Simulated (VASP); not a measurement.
Set up this calculation in VASP 6.6.1, as the native input.

```yaml
Task: single point
Functional: PBE
Potentials_or_basis: VASP PAW PBE potentials, release 64 (Mg, S)
Cutoff: 600 eV
k_mesh: 6 × 6 × 6
Occupations: gaussian, width 0.01 eV
Spin: no spin polarisation
Dipole_correction: no
Further_INCAR_settings: ALGO = Normal; EDIFF = 1e-06; NBANDS = 11
```

The structure of MgS (pbe) lies in POSCAR:

```
MgS
1.0
   -0.0264931859      2.6147503249      2.6147503249
    2.6147503249     -0.0264931859      2.6147503249
    2.6147503249      2.6147503249     -0.0264931859
Mg S
1 1
Direct
    0.0000000000      0.0000000000      0.0000000000
    0.5000000000      0.5000000000      0.5000000000
```

These files were run (other wordings do the same):

INCAR

```
ALGO     = Normal         # electronic algorithm
EDIFF    = 1E-6           # SCF threshold, eV
ENCUT    = 600            # plane-wave cutoff, eV
GGA      = PE             # functional
GGA_COMPAT= F            
ISIF     = 2              # what is computed and relaxed
ISMEAR   = 0              # smearing method
LASPH    = T              # aspherical terms in the spheres
LCHARG   = F              # write CHGCAR
LREAL    = F              # projectors in reciprocal space
LWAVE    = F              # write WAVECAR
NBANDS   = 11             # bands
NELM     = 120            # most SCF steps
PREC     = Accurate       # precision mode
SIGMA    = 0.01           # smearing width, eV
```

KPOINTS

```
k-points
0
Gamma
  6 6 6
```

Potentials or basis: VASP PAW PBE potentials, release 64 (Mg, S).

Run with:

```sh
$ cat potpaw_PBE.64/Mg/POTCAR potpaw_PBE.64/S/POTCAR > POTCAR
$ mpirun -np 1 vasp_std > vasp.out
```

Results of the run:

The pressure is -1.3 GPa and the band gap on the k mesh is 2.62 eV, indirect (least direct gap 3.38 eV).

Wall time 26 s on 1 thread of Intel Xeon 8259CL, on a shared host, peak memory 0.17 GiB.
